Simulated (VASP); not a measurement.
Crystal: BeS.

```
Be S
1.0
     0.00000    2.31730    2.31730
     2.31730    0.00000    2.31730
     2.31730    2.31730    0.00000
Be S
1 1
Direct
  0.00000 0.00000 0.00000
  0.50000 0.50000 0.50000
```

Base run:

| Item | Value |
| --- | --- |
| Program | VASP 6.6.1 |
| Functional | PBE |
| Potentials or basis | VASP PAW PBE potentials, release 64 (Be, S) |
| Cutoff | 520 eV |
| k mesh | 6 × 6 × 6 |
| Occupations | gaussian, width 0.01 eV |
| Spin | no spin polarisation |

Its results: band gap on the k mesh 0.98 eV, indirect (least direct gap 4.14 eV); pressure -0.2 GPa.

Question: After a change of settings the same cell gave: band gap on the k mesh 0.96 eV, indirect (least direct gap 4.16 eV); pressure -5.3 GPa. Which change was it?
A. k mesh from 6 × 6 × 6 to 8 × 8 × 8
B. functional from PBE to LDA; potentials or basis from VASP PAW PBE potentials, release 64 (Be, S) to VASP PAW LDA potentials, release 64 (Be, S)
C. functional from PBE to HSE06
D. functional from PBE to r2SCAN

Answer: B.
